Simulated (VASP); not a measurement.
# Al2Au (Fm-3m) in VASP: notebook

Al2Au is run at these levels: PBE, RPBE, revPBE, BLYP, r2SCAN; tasks: single point.

Everything below comes from runs of VASP 6.6.1. Logs are shortened: lines on timing, memory, paths and dates and some standing lists are left out, and cuts for length are marked.

### 1 The cell of the first run

Symmetry: Fm-3m, No. 225, cubic system. Conventional cell: a = 6.060 Å, b = 6.060 Å, c = 6.060 Å, α = 90.00°, β = 90.00°, γ = 90.00°. Au (site symmetry m-3m) has 8 Al at 2.62 Å within 3.5 Å. Al (site symmetry -43m) has 4 Au at 2.62 Å and 6 Al at 3.03 Å within 3.5 Å.

### 2 Single point, PBE

Contents of INCAR:

```
SYSTEM = Al2Au
  PREC = Accurate
  ENCUT = 520
  EDIFF = 1E-6
  ISMEAR = -1
  SIGMA = 0.05
  LREAL = .False.
  LASPH = .True.
  NELM = 80
  ALGO = Fast
  ISIF = 2
  LWAVE = .False.
  LCHARG = .False.
  GGA = PE
  NBANDS = 16
```

Contents of KPOINTS:

```
regular mesh
0
Gamma
  8 8 8
  0 0 0
```

Contents of POSCAR:

```
Al2Au
1.0
    0.0000000000      3.0301591356      3.0301591356
    3.0301591356      0.0000000000      3.0301591356
    3.0301591356      3.0301591356      0.0000000000
Au Al
1 2
Direct
    0.0000000000      0.0000000000      0.0000000000
    0.7500000000      0.7500000000      0.7500000000
    0.2500000000      0.2500000000      0.2500000000
```

Potentials or basis: VASP PAW PBE potentials, release 64 (Au, Al).

On the command line:

```bash
cat potpaw_PBE.64/Au/POTCAR potpaw_PBE.64/Al/POTCAR > POTCAR
mpirun -np 1 vasp_std > vasp.out
```

OUTCAR:

```text
SYSTEM = Al2Au
   PREC = Accurate
   ENCUT = 520
   EDIFF = 1E-6
   ISMEAR = -1
   LREAL = .False.
   LASPH = .True.
   NELM = 80
   ISIF = 2
   GGA = PE

 ion  position               nearest neighbor table
   1  0.000  0.000  0.000-   2 2.62   2 2.62   2 2.62   2 2.62   3 2.62   3 2.62   3 2.62   3 2.62

   2  0.750  0.750  0.750-   1 2.62   1 2.62   1 2.62   1 2.62   3 3.03   3 3.03   3 3.03   3 3.03
                             3 3.03   3 3.03
   3  0.250  0.250  0.250-   1 2.62   1 2.62   1 2.62   1 2.62   2 3.03   2 3.03   2 3.03   2 3.03
                             2 3.03   2 3.03

  LATTYP: Found a face centered cubic cell.
 ALAT       =     6.0603182712

  Lattice vectors:

 A1 = (   0.0000000000,   3.0301591356,   3.0301591356)
 A2 = (   3.0301591356,   0.0000000000,   3.0301591356)
 A3 = (   3.0301591356,   3.0301591356,   0.0000000000)

Analysis of symmetry for initial positions (statically):
=====================================================================
 Subroutine PRICEL returns:
 Original cell was already a primitive cell.

 Routine SETGRP: Setting up the symmetry group for a
 face centered cubic supercell.

 Subroutine GETGRP returns: Found 48 space group operations
 (whereof 48 operations were pure point group operations)
 out of a pool of 48 trial point group operations.

The static configuration has the point symmetry O_h .

Analysis of symmetry for dynamics (positions and initial velocities):
=====================================================================
 Subroutine PRICEL returns:
 Original cell was already a primitive cell.

 Routine SETGRP: Setting up the symmetry group for a
 face centered cubic supercell.

 Subroutine GETGRP returns: Found 48 space group operations
 (whereof 48 operations were pure point group operations)
 out of a pool of 48 trial point group operations.

The dynamic configuration has the point symmetry O_h .

 Subroutine INISYM returns: Found 48 space group operations
 (whereof 48 operations are pure point group operations),
 and found     1 'primitive' translations

----------------------------------------------------------------------------------------

                                     Primitive cell

  volume of cell :      55.6450

  direct lattice vectors                    reciprocal lattice vectors
     0.000000000  3.030159136  3.030159136    -0.165007835  0.165007835  0.165007835
[... 82 lines left out ...]
   ISPIN  =      1    spin polarized calculation?
   LNONCOLLINEAR =      F non collinear calculations
   LSORBIT =      F    spin-orbit coupling
   LASPH  =      T    aspherical Exc in radial PAW
   ENCUT  =  520.0 eV  38.22 Ry    6.18 a.u.   7.97  7.97  7.97*2*pi/ulx,y,z
   NELM   =     80;   NELMIN=  2; NELMDL= -5     # of ELM steps
   EDIFF  = 0.1E-05   stopping-criterion for ELM
   LREAL  =      F    real-space projection
   EDIFFG = 0.1E-04   stopping-criterion for IOM
   NSW    =      0    number of steps for IOM
   IBRION =     -1    ionic relax: 0-MD 1-quasi-New 2-CG
   NFREE  =      0    steps in history (QN), initial steepest desc. (CG)
   ISIF   =      2    stress and relaxation
   ISYM   =      2    0-nonsym 1-usesym 2-fastsym
   POTIM  = 0.5000    time-step for ionic-motion
   TEBEG  =    0.0;   TEEND  =   0.0 temperature during run
   PSTRESS=    0.0 pullay stress
   NELECT =      17.0000    total number of electrons
   NUPDOWN=      -1.0000    fix difference up-down
   EMIN   =  10.00;   EMAX   =-10.00  energy-range for DOS
   EFERMI =   0.00;   METHOD = LEGACY
   ISMEAR =    -1;   SIGMA  =   0.05  broadening in eV -4-tet -1-fermi 0-gaus
   EFERMI_NEDOS =   21; number of points for ismear=-14 and -15
   IALGO  =     68    algorithm
   IMIX   =      4    mixing-type and parameters
     AMIX     =   0.40;   BMIX     =  1.00
     AMIX_MAG =   1.60;   BMIX_MAG =  1.00
  volume/ion in A,a.u.               =      18.55       125.17
  Fermi-wavevector in a.u.,A,eV,Ry     =   1.102594  2.083601 16.540793  1.215714
  Thomas-Fermi vector in A             =   2.239039
   LORBIT       =      0    0 simple, 1 ext, 2 COOP (PROOUT), +10 PAW based schemes
   GGA     = PE    functional components
   LHFCALC =     F    Hartree Fock is set to
   AEXX    =    0.0000 exact exchange contribution
   IVDW    =     0    specifies the selected vdW correction
   LEPSILON=     F    determine dielectric tensor
   LRPA    =     F    only Hartree local field effects (RPA)
 non-spin polarized calculation
 RMM-DIIS sequential band-by-band and
  energy-cutoff  :      520.00
  volume of cell :       55.65
 maximum number of plane-waves:      1524
   NGX = 15   NGY = 15   NGZ = 15

 number of electron      17.0000002 magnetization

 Free energy of the ion-electron system (eV)
  ---------------------------------------------------
  ext. energy  EPLUGINS =         0.00000000
  ---------------------------------------------------
  free energy    TOTEN  =       -12.03252552 eV

  energy without entropy =      -12.02309501  energy(sigma->0) =      -12.02781026

 E-fermi :   7.4491     XC(G=0): -10.3963

 val. band max:        7.4134406137   @ k =   0.3750   0.1250   0.0000
 cond. band min:       7.4568689118   @ k =   0.3750   0.1250   0.0000
 fundamental gap:      0.0434282981
 Fermi energy:         7.4490548916

 k-point     1 :       0.0000    0.0000    0.0000
  band No.  band energies     occupation
      1      -2.8809      2.00000
      2       1.0168      2.00000
      3       1.0168      2.00000
      4       1.0168      2.00000
      5       1.9418      2.00000
      6       1.9418      2.00000
[... 433 lines left out ...]
      3       1.3678      2.00000
      4       1.4753      2.00000
      5       1.8691      2.00000
      6       2.1161      2.00000
[... 8 lines left out ...]
     15      14.8818      0.00000
     16      17.4331      0.00000

 [... further k-points ...]
[... 5 lines left out ...]
  --------------------------------------------------------------------------------------
  -------------------------------------------------------------------------------------
  Total       -0.1064996     -0.1064996     -0.1064996      0.0000000     -0.0000000     -0.0000000
  in kB       -3.0664233     -3.0664233     -3.0664233      0.0000000     -0.0000000     -0.0000000
  external PRESSURE =      -3.0664233 kB  Pullay stress =       0.0000000 kB

 VOLUME and BASIS-vectors are now :
 -----------------------------------------------------------------------------
  energy-cutoff  :      520.00
  volume of cell :       55.65
      direct lattice vectors                 reciprocal lattice vectors
     0.000000000  3.030159136  3.030159136    -0.165007835  0.165007835  0.165007835
     3.030159136  0.000000000  3.030159136     0.165007835 -0.165007835  0.165007835
     3.030159136  3.030159136  0.000000000     0.165007835  0.165007835 -0.165007835

 POSITION                                       TOTAL-FORCE (eV/Angst)
 -----------------------------------------------------------------------------------
      0.00000      0.00000      0.00000        -0.000000      0.000000     -0.000000
      4.54524      4.54524      4.54524         0.000000     -0.000000     -0.000000
      1.51508      1.51508      1.51508        -0.000000      0.000000      0.000000
 -----------------------------------------------------------------------------------
    total drift:                                0.000000     -0.000000      0.000000

  FREE ENERGIE OF THE ION-ELECTRON SYSTEM (eV)
  ---------------------------------------------------
  free  energy   TOTEN  =       -12.0325255151 eV

  energy  without entropy=      -12.0230950125  energy(sigma->0) =      -12.02781026
```

OSZICAR:

```text
N       E                     dE             d eps       ncg     rms          rms(c)
DAV:   1     0.567383607584E+02    0.56738E+02   -0.69648E+03   952   0.884E+02
DAV:   2    -0.117863166580E+02   -0.68525E+02   -0.62391E+02  1136   0.170E+02
DAV:   3    -0.132581220857E+02   -0.14718E+01   -0.14669E+01  1176   0.239E+01
DAV:   4    -0.132694864267E+02   -0.11364E-01   -0.11364E-01  1112   0.243E+00
DAV:   5    -0.132696923431E+02   -0.20592E-03   -0.20592E-03  1232   0.340E-01    0.874E+00
RMM:   6    -0.121341632047E+02    0.11355E+01   -0.42912E+00   932   0.128E+01    0.354E+00
RMM:   7    -0.120577911876E+02    0.76372E-01   -0.15605E-01   954   0.263E+00    0.194E+00
RMM:   8    -0.120333375935E+02    0.24454E-01   -0.36278E-02   956   0.131E+00    0.278E-01
RMM:   9    -0.120322813018E+02    0.10563E-02   -0.96814E-03  1005   0.663E-01    0.232E-01
RMM:  10    -0.120325120392E+02   -0.23074E-03   -0.14796E-03  1010   0.255E-01    0.864E-02
RMM:  11    -0.120325313398E+02   -0.19301E-04   -0.58981E-04   993   0.147E-01    0.218E-02
RMM:  12    -0.120325248243E+02    0.65155E-05   -0.17990E-04  1008   0.867E-02    0.229E-02
RMM:  13    -0.120325257927E+02   -0.96836E-06   -0.39958E-05  1058   0.378E-02    0.129E-02
RMM:  14    -0.120325255151E+02    0.27763E-06   -0.89066E-06   856   0.172E-02
   1 F= -.12032526E+02 E0= -.12027810E+02  d E =-.943050E-02
```

Wall time 30 s (1 thread of AMD EPYC 7R43 (Zen 3), shared host); peak memory 0.15 GiB.

Results:

```yaml
Free_energy: -12.0325 eV
Pressure: -0.3 GPa
```

Caveat: spin-orbit coupling is left out, which moves the levels of the heavy elements.

### 3 Single point, RPBE

This run uses another cell than the first one, of 18.90 Å³/atom, 1.019 times its volume.

Contents of INCAR:

```
SYSTEM = Al2Au
PREC     = Accurate       ! precision mode
ENCUT    = 520            ! plane-wave cutoff, eV
EDIFF    = 1E-6           ! SCF threshold, eV
ISMEAR   = -1             ! smearing method
SIGMA    = 0.05           ! smearing width, eV
LREAL    = .FALSE.        ! projectors in reciprocal space
LASPH    = .TRUE.         ! aspherical terms in the spheres
NELM     = 60             ! most SCF steps
ALGO     = Normal         ! electronic algorithm
ISIF     = 2              ! what is computed and relaxed
LWAVE    = .FALSE.        ! write WAVECAR
LCHARG   = .FALSE.        ! write CHGCAR
GGA      = RP             ! functional
NBANDS   = 16             ! bands
```

Contents of KPOINTS:

```
Automatic mesh
0
G
  8 8 8
  0 0 0
```

Contents of POSCAR:

```
Al2Au
1.0
    0.0000000000      3.0491666901      3.0491666901
    3.0491666901      0.0000000000      3.0491666901
    3.0491666901      3.0491666901      0.0000000000
Au Al
1 2
Direct
    0.0000000000      0.0000000000      0.0000000000
    0.7500000000      0.7500000000      0.7500000000
    0.2500000000      0.2500000000      0.2500000000
```

Potentials or basis: VASP PAW PBE potentials, release 64 (Au, Al).

On the command line:

```bash
cat potpaw_PBE.64/Au/POTCAR potpaw_PBE.64/Al/POTCAR > POTCAR
mpirun -np 1 vasp_std > vasp.out
```

Run time: 31 s. Hardware: 1 thread of AMD EPYC 7R43 (Zen 3), shared host; peak memory 0.15 GiB.

It converged, with:

| Item | Value |
| --- | --- |
| Free energy | -10.9148 eV |
| Pressure | -0.3 GPa |

Levels at points of the mesh, in eV from the Fermi level:
| k point | band 6 | band 7 | band 8 | band 9 | band 10 | band 11 | band 12 | band 13 |
| --- | --- | --- | --- | --- | --- | --- | --- | --- |
| (0.00, 0.00, 0.00) | -5.44 | 2.01 | 2.94 | 2.94 | 2.94 | 3.70 | 3.70 | 3.70 |
| (0.50, 0.00, 0.00) | -5.33 | -5.27 | 0.39 | 0.39 | 3.25 | 3.28 | 3.66 | 3.66 |
| (0.50, 0.50, 0.00) | -5.17 | -4.86 | -2.00 | -2.00 | 1.03 | 2.09 | 7.57 | 9.47 |

Caveat: the PAW data sets were made with another functional, which shifts forces and pressure a little; spin-orbit coupling is left out, which moves the levels of the heavy elements.

### 4 Single point, revPBE

This run uses another cell than the first one, of 18.81 Å³/atom, 1.014 times its volume.

Contents of INCAR:

```
SYSTEM = Al2Au
PREC = Accurate
ENCUT = 520
EDIFF = 1E-7
ISMEAR = -1
SIGMA = 0.05
LREAL = .False.
LASPH = .True.
NELM = 60
ALGO = Fast
ISIF = 2
LWAVE = .False.
LCHARG = .False.
GGA = RE
NBANDS = 16
```

Contents of KPOINTS:

```
Automatic mesh
0
Gamma
  8 8 8
  0 0 0
```

Contents of POSCAR:

```
Al2Au
1.0
    0.0000000000      3.0442044217      3.0442044217
    3.0442044217      0.0000000000      3.0442044217
    3.0442044217      3.0442044217      0.0000000000
Au Al
1 2
Direct
    0.0000000000      0.0000000000      0.0000000000
    0.7500000000      0.7500000000      0.7500000000
    0.2500000000      0.2500000000      0.2500000000
```

Potentials or basis: VASP PAW PBE potentials, release 64 (Au, Al).

On the command line:

```bash
cat potpaw_PBE.64/Au/POTCAR potpaw_PBE.64/Al/POTCAR > POTCAR
mpirun -np 1 vasp_std > vasp.out
```

OUTCAR:

```text
SYSTEM = Al2Au
   PREC = Accurate
   ENCUT = 520
   EDIFF = 1E-7
   ISMEAR = -1
   LREAL = .False.
   LASPH = .True.
   NELM = 60
   ISIF = 2
   GGA = RE

 ion  position               nearest neighbor table
   1  0.000  0.000  0.000-   2 2.64   2 2.64   2 2.64   2 2.64   3 2.64   3 2.64   3 2.64   3 2.64

   2  0.750  0.750  0.750-   1 2.64   1 2.64   1 2.64   1 2.64   3 3.04   3 3.04   3 3.04   3 3.04
                             3 3.04   3 3.04
   3  0.250  0.250  0.250-   1 2.64   1 2.64   1 2.64   1 2.64   2 3.04   2 3.04   2 3.04   2 3.04
                             2 3.04   2 3.04

  LATTYP: Found a face centered cubic cell.
 ALAT       =     6.0884088434

  Lattice vectors:

 A1 = (   0.0000000000,   3.0442044217,   3.0442044217)
 A2 = (   3.0442044217,   0.0000000000,   3.0442044217)
 A3 = (   3.0442044217,   3.0442044217,   0.0000000000)

Analysis of symmetry for initial positions (statically):
=====================================================================
 Subroutine PRICEL returns:
 Original cell was already a primitive cell.

 Routine SETGRP: Setting up the symmetry group for a
 face centered cubic supercell.

 Subroutine GETGRP returns: Found 48 space group operations
 (whereof 48 operations were pure point group operations)
 out of a pool of 48 trial point group operations.

The static configuration has the point symmetry O_h .

Analysis of symmetry for dynamics (positions and initial velocities):
=====================================================================
 Subroutine PRICEL returns:
 Original cell was already a primitive cell.

 Routine SETGRP: Setting up the symmetry group for a
 face centered cubic supercell.

 Subroutine GETGRP returns: Found 48 space group operations
 (whereof 48 operations were pure point group operations)
 out of a pool of 48 trial point group operations.

The dynamic configuration has the point symmetry O_h .
[... 118 lines left out ...]
   IALGO  =     68    algorithm
   IMIX   =      4    mixing-type and parameters
     AMIX     =   0.40;   BMIX     =  1.00
     AMIX_MAG =   1.60;   BMIX_MAG =  1.00
  volume/ion in A,a.u.               =      18.81       126.92
  Fermi-wavevector in a.u.,A,eV,Ry     =   1.097507  2.073988 16.388514  1.204522
  Thomas-Fermi vector in A             =   2.233868
   LORBIT       =      0    0 simple, 1 ext, 2 COOP (PROOUT), +10 PAW based schemes
   GGA     = RE    functional components
   LHFCALC =     F    Hartree Fock is set to
   AEXX    =    0.0000 exact exchange contribution
   IVDW    =     0    specifies the selected vdW correction
   LEPSILON=     F    determine dielectric tensor
   LRPA    =     F    only Hartree local field effects (RPA)
 non-spin polarized calculation
 RMM-DIIS sequential band-by-band and
  energy-cutoff  :      520.00
  volume of cell :       56.42
 maximum number of plane-waves:      1540
   NGX = 17   NGY = 17   NGZ = 17

 number of electron      17.0000001 magnetization

 Free energy of the ion-electron system (eV)
  ---------------------------------------------------
  ext. energy  EPLUGINS =         0.00000000
  ---------------------------------------------------
  free energy    TOTEN  =       -11.12668682 eV

  energy without entropy =      -11.11712878  energy(sigma->0) =      -11.12190780

 E-fermi :   7.3674     XC(G=0): -10.2837

 val. band max:        7.3357579718   @ k =   0.3750   0.1250   0.0000
 cond. band min:       7.3713633167   @ k =   0.3750   0.1250   0.0000
 fundamental gap:      0.0356053449
 Fermi energy:         7.3673525245

 k-point     1 :       0.0000    0.0000    0.0000
  band No.  band energies     occupation
      1      -2.8560      2.00000
      2       0.9998      2.00000
      3       0.9998      2.00000
      4       0.9998      2.00000
      5       1.9063      2.00000
      6       1.9063      2.00000
[... 433 lines left out ...]
      3       1.3498      2.00000
      4       1.4496      2.00000
      5       1.8373      2.00000
      6       2.0782      2.00000
[... 8 lines left out ...]
     15      14.7349      0.00000
     16      17.2902      0.00000

 [... further k-points ...]

------------------------ aborting loop because EDIFF is reached ----------------------------------------

  FORCE on cell =-STRESS in cart. coord.  units (eV):
  Direction    XX          YY          ZZ          XY          YZ          ZX
  --------------------------------------------------------------------------------------
  -------------------------------------------------------------------------------------
  Total       -0.0977514     -0.0977514     -0.0977514     -0.0000000     -0.0000000      0.0000000
  in kB       -2.7757606     -2.7757606     -2.7757606     -0.0000000     -0.0000000      0.0000000
  external PRESSURE =      -2.7757606 kB  Pullay stress =       0.0000000 kB

 VOLUME and BASIS-vectors are now :
 -----------------------------------------------------------------------------
  energy-cutoff  :      520.00
  volume of cell :       56.42
      direct lattice vectors                 reciprocal lattice vectors
     0.000000000  3.044204422  3.044204422    -0.164246526  0.164246526  0.164246526
     3.044204422  0.000000000  3.044204422     0.164246526 -0.164246526  0.164246526
     3.044204422  3.044204422  0.000000000     0.164246526  0.164246526 -0.164246526

 POSITION                                       TOTAL-FORCE (eV/Angst)
 -----------------------------------------------------------------------------------
      0.00000      0.00000      0.00000         0.000000     -0.000000     -0.000000
      4.56631      4.56631      4.56631        -0.000000      0.000000      0.000000
      1.52210      1.52210      1.52210         0.000000      0.000000     -0.000000
 -----------------------------------------------------------------------------------
    total drift:                                0.000000     -0.000000      0.000000

  FREE ENERGIE OF THE ION-ELECTRON SYSTEM (eV)
  ---------------------------------------------------
  free  energy   TOTEN  =       -11.1266868208 eV

  energy  without entropy=      -11.1171287847  energy(sigma->0) =      -11.12190780
```

Run time: 38 s. Hardware: 1 thread of AMD EPYC 7R43 (Zen 3), shared host; peak memory 0.15 GiB.

What came out:

```yaml
Free_energy: -11.1267 eV
Pressure: -0.3 GPa
```

Caveat: the PAW data sets were made with another functional, which shifts forces and pressure a little; spin-orbit coupling is left out, which moves the levels of the heavy elements.

(Part 1 of 2 ends here.)
